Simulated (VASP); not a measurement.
# Ta4C3 (P4mm) in VASP: single point with r2SCAN

Aim: the single point of Ta4C3 with r2SCAN.

Everything below comes from runs of VASP 6.6.1. Logs are shortened: lines on timing, memory, paths and dates and some standing lists are left out, and cuts for length are marked.

**1. The cell of the first run**

It takes space group P4mm (No. 99, tetragonal). The conventional cell has a = 4.425 Å, b = 4.425 Å, c = 4.425 Å, α = 90.00°, β = 90.00°, γ = 90.00°. Within 2.9 Å of Ta (site symmetry 4mm) lie 4 C at 2.22 Å. Within 2.9 Å of Ta (site symmetry 2mm) lie 4 C at 2.21 Å. Within 2.9 Å of Ta (site symmetry 4mm) lie 6 C at 2.18 to 2.24 Å. C (site symmetry 4mm) has 6 Ta at 2.18 to 2.24 Å within 2.9 Å. Within 2.9 Å of C (site symmetry 2mm) lie 6 Ta at 2.21 to 2.22 Å.

**2. Single point, r2SCAN (atoms displaced along a vibrational mode)**

Input file POSCAR:

```
Ta4C3
1.0
    4.4247933843      0.0000000000      0.0000000000
    0.0000000000      4.4247933843      0.0000000000
    0.0000000000      0.0000000000      4.4247933843
Ta C
4 3
Direct
    0.0271199104      0.5000000000      0.5000000000
    0.4924483260      0.0000000000      0.5000000000
    0.4924483260      0.5000000000      0.0000000000
   -0.0108348143      0.0000000000      0.0000000000
    0.4963452328      0.0000000000      0.0000000000
   -0.0070742403      0.5000000000      0.0000000000
   -0.0070742403      0.0000000000      0.5000000000
```

Input file INCAR.step1:

```
PREC = Accurate
ENCUT = 520
ISMEAR = 0
SIGMA = 0.15
LREAL = F
LASPH = T
NELM = 100
NBANDS = 37
GGA = PE
ALGO = Normal
EDIFF = 1E-4
LWAVE = T
LCHARG = F
```

Input file INCAR.step2:

```
PREC = Accurate
ENCUT = 520
EDIFF = 1E-6
ISMEAR = 0
SIGMA = 0.15
LREAL = F
LASPH = T
NELM = 100
ALGO = Normal
ISIF = 2
LWAVE = F
LCHARG = T
METAGGA = R2SCAN
LMIXTAU = T
LELF = T
LVHAR = T
NBANDS = 37
ISTART = 1
```

Input file KPOINTS:

```
regular mesh
0
Gamma
  10 10 10
```

Potentials or basis: VASP PAW PBE potentials, release 64 (Ta_pv, C).

Started as:

```sh
$ cat potpaw_PBE.64/Ta_pv/POTCAR potpaw_PBE.64/C/POTCAR > POTCAR
$ cp INCAR.step1 INCAR
$ mpirun -np 1 vasp_std > vasp.out
$ cp INCAR.step2 INCAR
$ mpirun -np 1 vasp_std > vasp.out
```

OUTCAR:

```text
PREC = Accurate
   ENCUT = 520
   EDIFF = 1E-6
   ISMEAR = 0
   LREAL = F
   LASPH = T
   NELM = 100
   ISIF = 2
   METAGGA = R2SCAN
   ISTART = 1

 ion  position               nearest neighbor table
   1  0.027  0.500  0.500-   6 2.22   7 2.22   6 2.22   7 2.22   3 3.02   2 3.02   2 3.02   3 3.02
                             4 3.13   4 3.13   4 3.13   4 3.13   2 3.24   3 3.24   3 3.24   2 3.24
   2  0.492  0.000  0.500-   7 2.21   5 2.21   5 2.21   7 2.21   1 3.02   1 3.02   4 3.12   4 3.12
                             3 3.13   3 3.13   3 3.13   3 3.13   4 3.14   4 3.14   1 3.24   1 3.24
   3  0.492  0.500  0.000-   6 2.21   5 2.21   5 2.21   6 2.21   1 3.02   1 3.02   4 3.12   4 3.12
                             2 3.13   2 3.13   2 3.13   2 3.13   4 3.14   4 3.14   1 3.24   1 3.24
   4  0.989  0.000  0.000-   5 2.18   6 2.21   7 2.21   7 2.21   6 2.21   5 2.24   2 3.12   3 3.12
                             3 3.12   2 3.12   1 3.13   1 3.13   1 3.13   1 3.13   2 3.14   2 3.14
   5  0.496  0.000  0.000-   4 2.18   3 2.21   2 2.21   2 2.21   3 2.21   4 2.24
   6  0.993  0.500  0.000-   3 2.21   4 2.21   4 2.21   3 2.21   1 2.22   1 2.22
   7  0.993  0.000  0.500-   2 2.21   4 2.21   4 2.21   2 2.21   1 2.22   1 2.22

  LATTYP: Found a simple cubic cell.
 ALAT       =     4.4247933843

  Lattice vectors:

 A1 = (   4.4247933843,   0.0000000000,   0.0000000000)
 A2 = (   0.0000000000,   4.4247933843,   0.0000000000)
 A3 = (   0.0000000000,   0.0000000000,   4.4247933843)

Analysis of symmetry for initial positions (statically):
=====================================================================
 Subroutine PRICEL returns:
 Original cell was already a primitive cell.

 Routine SETGRP: Setting up the symmetry group for a
 simple cubic supercell.

 Subroutine GETGRP returns: Found  8 space group operations
 (whereof  8 operations were pure point group operations)
 out of a pool of 48 trial point group operations.

The static configuration has the point symmetry C_4v.

Analysis of symmetry for dynamics (positions and initial velocities):
=====================================================================
 Subroutine PRICEL returns:
 Original cell was already a primitive cell.

 Routine SETGRP: Setting up the symmetry group for a
 simple cubic supercell.

 Subroutine GETGRP returns: Found  8 space group operations
 (whereof  8 operations were pure point group operations)
 out of a pool of 48 trial point group operations.

The dynamic configuration has the point symmetry C_4v.

 Subroutine INISYM returns: Found  8 space group operations
 (whereof  8 operations are pure point group operations),
 and found     1 'primitive' translations

----------------------------------------------------------------------------------------

                                     Primitive cell

  volume of cell :      86.6321

  direct lattice vectors                    reciprocal lattice vectors
     4.424793384  0.000000000  0.000000000     0.225999253  0.000000000  0.000000000
     0.000000000  4.424793384  0.000000000     0.000000000  0.225999253  0.000000000
     0.000000000  0.000000000  4.424793384     0.000000000  0.000000000  0.225999253

  length of vectors
     4.424793384  4.424793384  4.424793384     0.225999253  0.225999253  0.225999253

  position of ions in fractional coordinates (direct lattice)
     0.027119910  0.500000000  0.500000000
     0.492448326  0.000000000  0.500000000
     0.492448326  0.500000000  0.000000000
     0.989165186  0.000000000  0.000000000
     0.496345233  0.000000000  0.000000000
     0.992925760  0.500000000  0.000000000
     0.992925760  0.000000000  0.500000000

  ion indices of the primitive-cell ions
   primitive index   ion index
                 1           1
                 2           2
                 3           3
                 4           4
                 5           5
                 6           6
                 7           7

----------------------------------------------------------------------------------------

 KPOINTS: regular mesh

Automatic generation of k-mesh.
 Grid dimensions read from file:
 generate k-points for:   10   10   10

 Generating k-lattice:

  Cartesian coordinates                     Fractional coordinates (reciprocal lattice)
     0.022599925  0.000000000  0.000000000     0.100000000  0.000000000  0.000000000
     0.000000000  0.022599925  0.000000000     0.000000000  0.100000000  0.000000000
     0.000000000  0.000000000  0.022599925     0.000000000  0.000000000  0.100000000

  Length of vectors
     0.022599925  0.022599925  0.022599925

  Shift w.r.t. Gamma in fractional coordinates (k-lattice)
     0.000000000  0.000000000  0.000000000

 Subroutine IBZKPT returns following result:
 ===========================================

 Found    126 irreducible k-points:

 Following reciprocal coordinates:
            Coordinates               Weight
  0.000000  0.000000  0.000000      1.000000
  0.100000  0.000000  0.000000      2.000000
  0.000000  0.100000  0.000000      4.000000
  0.200000  0.000000  0.000000      2.000000
  0.000000  0.200000  0.000000      4.000000
  0.300000  0.000000  0.000000      2.000000
[... 16 lines left out ...]
  0.500000  0.100000  0.000000      4.000000
  0.000000  0.500000  0.100000      4.000000
 [... further k-points ...]
   k-points           NKPTS =    126   k-points in BZ     NKDIM =    126   number of bands    NBANDS=     37
   number of dos      NEDOS =    301   number of ions     NIONS =      7
   total plane-waves  NPLWV =  46656
   dimension x,y,z NGX =    36 NGY =   36 NGZ =   36
   dimension x,y,z NGXF=    72 NGYF=   72 NGZF=   72
   ions per type =               4   3
   NGX,Y,Z   is equivalent  to a cutoff of  13.53, 13.53, 13.53 a.u.
   NGXF,Y,Z  is equivalent  to a cutoff of  27.05, 27.05, 27.05 a.u.
 SYSTEM =  unknown system
   PREC   = accura    normal or accurate (medium, high low for compatibility)
   ISTART =      1    job   : 0-new  1-cont  2-samecut
   ICHARG =      0    charge: 1-file 2-atom 10-const
   ISPIN  =      1    spin polarized calculation?
   LNONCOLLINEAR =      F non collinear calculations
   LSORBIT =      F    spin-orbit coupling
   LASPH  =      T    aspherical Exc in radial PAW
   ENCUT  =  520.0 eV  38.22 Ry    6.18 a.u.   8.23  8.23  8.23*2*pi/ulx,y,z
   NELM   =    100;   NELMIN=  2; NELMDL=  0     # of ELM steps
   EDIFF  = 0.1E-05   stopping-criterion for ELM
   LREAL  =      F    real-space projection
[... 7 lines left out ...]
   TEBEG  =    0.0;   TEEND  =   0.0 temperature during run
   PSTRESS=    0.0 pullay stress
   NELECT =      56.0000    total number of electrons
   NUPDOWN=      -1.0000    fix difference up-down
   EMIN   =  10.00;   EMAX   =-10.00  energy-range for DOS
   EFERMI =   0.00;   METHOD = LEGACY
   ISMEAR =     0;   SIGMA  =   0.15  broadening in eV -4-tet -1-fermi 0-gaus
   EFERMI_NEDOS =   21; number of points for ismear=-14 and -15
   IALGO  =     38    algorithm
   IMIX   =      4    mixing-type and parameters
     AMIX     =   0.40;   BMIX     =  1.00
     AMIX_MAG =   1.60;   BMIX_MAG =  1.00
  volume/ion in A,a.u.               =      12.38        83.52
  Fermi-wavevector in a.u.,A,eV,Ry     =   1.415504  2.674915 27.261344  2.003652
  Thomas-Fermi vector in A             =   2.536936
   LORBIT       =      0    0 simple, 1 ext, 2 COOP (PROOUT), +10 PAW based schemes
   METAGGA = R2SCAN    functional components
   LHFCALC =     F    Hartree Fock is set to
   AEXX    =    0.0000 exact exchange contribution
   IVDW    =     0    specifies the selected vdW correction
   LEPSILON=     F    determine dielectric tensor
   LRPA    =     F    only Hartree local field effects (RPA)
 non-spin polarized calculation
 Gauss-broadening in eV      SIGMA  =   0.15
  energy-cutoff  :      520.00
  volume of cell :       86.63
 maximum number of plane-waves:      2360
 NGX is ok and might be reduce to    36
   NGX = 17   NGY = 17   NGZ = 17

 number of electron      56.0000008 magnetization

 Free energy of the ion-electron system (eV)
  ---------------------------------------------------
  ext. energy  EPLUGINS =         0.00000000
  ---------------------------------------------------
  free energy    TOTEN  =      -227.74129053 eV

  energy without entropy =     -227.70415817  energy(sigma->0) =     -227.72272435

 E-fermi :   7.2040     XC(G=0): -13.9889

 val. band max:        7.2022469421   @ k =   0.0000   0.1000   0.0000
 cond. band min:       7.2055790602   @ k =   0.0000   0.4000   0.1000
 fundamental gap:      0.0033321181
 Fermi energy:         7.2040294487

 k-point     1 :       0.0000    0.0000    0.0000
  band No.  band energies     occupation
      1     -29.5026      2.00000
      2     -29.4958      2.00000
      3     -29.4958      2.00000
      4     -28.7781      2.00000
      5     -28.7781      2.00000
      6     -28.7751      2.00000
[... 29 lines left out ...]
     36      11.1655      0.00000
     37      11.9913      0.00000

 k-point     2 :       0.1000    0.0000    0.0000
  band No.  band energies     occupation
      1     -29.4961      2.00000
      2     -29.4912      2.00000
      3     -29.4912      2.00000
      4     -28.7784      2.00000
      5     -28.7784      2.00000
      6     -28.7754      2.00000
[... 29 lines left out ...]
     36      11.3342      0.00000
     37      12.0228      0.00000

 k-point     3 :       0.0000    0.1000    0.0000
  band No.  band energies     occupation
      1     -29.4987      2.00000
      2     -29.4915      2.00000
      3     -29.4890      2.00000
      4     -28.7783      2.00000
      5     -28.7758      2.00000
      6     -28.7743      2.00000
[... 29 lines left out ...]
     36      11.3777      0.00000
     37      11.9449      0.00000

 k-point     4 :       0.2000    0.0000    0.0000
  band No.  band energies     occupation
      1     -29.4790      2.00000
      2     -29.4790      2.00000
      3     -29.4786      2.00000
      4     -28.7807      2.00000
      5     -28.7807      2.00000
      6     -28.7757      2.00000
[... 29 lines left out ...]
     36      11.6964      0.00000
     37      11.6964      0.00000
[... 683 lines left out ...]
      1     -29.4655      2.00000
      2     -29.4487      2.00000
      3     -29.4337      2.00000
      4     -28.8114      2.00000
      5     -28.7609      2.00000
      6     -28.7602      2.00000
[... 29 lines left out ...]
     36      10.8774      0.00000
     37      11.5640      0.00000

 k-point    23 :       0.5000    0.1000    0.0000
  band No.  band energies     occupation
      1     -29.4497      2.00000
      2     -29.4412      2.00000
      3     -29.4361      2.00000
      4     -28.8087      2.00000
      5     -28.7915      2.00000
      6     -28.7769      2.00000
[... 29 lines left out ...]
     36      10.6184      0.00000
     37      11.4600      0.00000

 k-point    24 :       0.0000    0.5000    0.1000
  band No.  band energies     occupation
      1     -29.4544      2.00000
      2     -29.4479      2.00000
      3     -29.4301      2.00000
      4     -28.8053      2.00000
      5     -28.7847      2.00000
      6     -28.7507      2.00000
[... 29 lines left out ...]
     36      10.6829      0.00000
     37      11.2707      0.00000

 [... further k-points ...]

------------------------ aborting loop because EDIFF is reached ----------------------------------------

  FORCE on cell =-STRESS in cart. coord.  units (eV):
  Direction    XX          YY          ZZ          XY          YZ          ZX
  --------------------------------------------------------------------------------------
  -------------------------------------------------------------------------------------
  Total        0.6520269      0.9610232      0.9610232      0.0000000      0.0000000      0.0000000
  in kB       12.0586058     17.7731932     17.7731932      0.0000000      0.0000000      0.0000000
  external PRESSURE =      15.8683307 kB  Pullay stress =       0.0000000 kB

 VOLUME and BASIS-vectors are now :
 -----------------------------------------------------------------------------
  energy-cutoff  :      520.00
  volume of cell :       86.63
      direct lattice vectors                 reciprocal lattice vectors
     4.424793384  0.000000000  0.000000000     0.225999253  0.000000000  0.000000000
     0.000000000  4.424793384  0.000000000     0.000000000  0.225999253  0.000000000
     0.000000000  0.000000000  4.424793384     0.000000000  0.000000000  0.225999253

 POSITION                                       TOTAL-FORCE (eV/Angst)
 -----------------------------------------------------------------------------------
      0.12000      2.21240      2.21240        -0.761580     -0.000000     -0.000000
      2.17898      0.00000      2.21240         0.209565     -0.000000     -0.000000
      2.17898      2.21240      0.00000         0.209565      0.000000     -0.000000
      4.37685      0.00000      0.00000         0.349488      0.000000     -0.000000
      2.19623      0.00000      0.00000        -0.001611     -0.000000      0.000000
      4.39349      2.21240      0.00000        -0.002713     -0.000000      0.000000
      4.39349      0.00000      2.21240        -0.002713     -0.000000     -0.000000
 -----------------------------------------------------------------------------------
    total drift:                               -0.002771     -0.000000      0.000001

  FREE ENERGIE OF THE ION-ELECTRON SYSTEM (eV)
  ---------------------------------------------------
  free  energy   TOTEN  =      -227.7412905311 eV

  energy  without entropy=     -227.7041581725  energy(sigma->0) =     -227.72272435
```

It took 14 min on 1 thread of Intel Xeon Platinum 8488C (Sapphire Rapids), shared host; peak memory 0.43 GiB.

What came out:

```yaml
Free_energy: -227.7413 eV
Pressure: 1.6 GPa
Largest_force: 0.762 eV/Å
Band_gap_on_the_k_mesh: zero (bands 28 and 29 overlap by 1.12 eV)
```

Forces in eV/Å, atoms in the order of the input:
```
Ta  -0.762  0.000  0.000
Ta   0.210  0.000  0.000
Ta   0.210  0.000  0.000
Ta   0.349  0.000  0.000
C   -0.002  0.000  0.000
C   -0.003  0.000  0.000
C   -0.003  0.000  0.000
```

Caveat: the cell differs from its parent crystal (atoms displaced along a vibrational mode); the PAW data sets were made with another functional, which shifts forces and pressure a little; spin-orbit coupling is left out, which moves the levels of the heavy elements.
